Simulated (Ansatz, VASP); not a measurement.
**One calculation of C, two programs**

Contents of INCAR:

```
PREC = Accurate
ENCUT = 520
EDIFF = 1E-7
ISMEAR = 0
SIGMA = 0.05
LREAL = F
LASPH = T
NELM = 60
ALGO = Normal
ISIF = 2
LWAVE = F
LCHARG = F
GGA = PE
NBANDS = 31
```

KPOINTS

```
Automatic mesh
0
Gamma
  10 10 3
```

POSCAR

```
C
1.0
   -2.5194924611      0.0000000000      0.0000000000
   -1.2597462306     -2.1819444760      0.0000000000
   -2.2046818781     -1.2728736758     10.3668212017
C
10
Direct
   -0.7765315381     -0.7765315381      0.8741755410
    0.3103615581      0.3103615581      0.7252244590
   -0.0065891543     -0.0065891543      0.1257456505
    0.4571191743      0.4571191743      0.4736543495
   -0.0935421414     -0.0935421414      0.2747993967
    0.5440721614      0.5440721614      0.3246006033
   -0.4724256223     -0.4724256223      0.9242768224
    0.0062556423      0.0062556423      0.6751231776
    0.3559628941      0.3559628941      0.0756592868
    0.0945671259      0.0945671259      0.5237407132
```

Input for Ansatz:

```yaml
crystal:
  lattice:
    - [-2.5194924611, 0.0, 0.0]
    - [-1.2597462306, -2.181944476, 0.0]
    - [-2.2046818781, -1.2728736758, 10.3668212017]
  atoms:
    - { symbol: C, position: [-0.7765315381, -0.7765315381, 0.874175541] }
    - { symbol: C, position: [0.3103615581, 0.3103615581, 0.725224459] }
    - { symbol: C, position: [-0.0065891543, -0.0065891543, 0.1257456505] }
    - { symbol: C, position: [0.4571191743, 0.4571191743, 0.4736543495] }
    - { symbol: C, position: [-0.0935421414, -0.0935421414, 0.2747993967] }
    - { symbol: C, position: [0.5440721614, 0.5440721614, 0.3246006033] }
    - { symbol: C, position: [-0.4724256223, -0.4724256223, 0.9242768224] }
    - { symbol: C, position: [0.0062556423, 0.0062556423, 0.6751231776] }
    - { symbol: C, position: [0.3559628941, 0.3559628941, 0.0756592868] }
    - { symbol: C, position: [0.0945671259, 0.0945671259, 0.5237407132] }
basis:
  ecutwfc: 420
kpoints:
  mp_grid: { grid: [10, 10, 3] }
hamiltonian:
  xc: pbe
scf:
  occupations: { method: gaussian, width: 0.05 }
output:
  forces: true
  stress: true
  eigenvalues: true
```

Alike in both runs: task single point; functional PBE; k mesh 10 × 10 × 3; occupations gaussian, width 0.05 eV; no spin polarisation.

|  | VASP | Ansatz |
| --- | --- | --- |
| version | VASP 6.6.1 | Ansatz 0.2.0 |
| potentials or method | VASP PAW PBE potentials, release 64 (C), cutoff 520 eV | scalar-relativistic, plane waves, PAW |
| valence electrons in the cell | 40 | 40 |

|  | VASP | Ansatz | Ansatz less VASP |
| --- | --- | --- | --- |
| gap on the k mesh at the Fermi level (eV) | 3.92 | 3.93 | +0.007 |
| least direct gap on the mesh (eV) | 5.00 | 5.01 | +0.006 |
| pressure (GPa) | 0.6 | -0.1 | -0.65 |
| traceless stress, the component that is largest in VASP (GPa) | -13.24 | -13.24 | -0.005 |
| rms of the force components (eV/Å) | 0.628 | 0.629 | +0.0016 |

Atom by atom the forces differ by 0.004 eV/Å (rms over components).
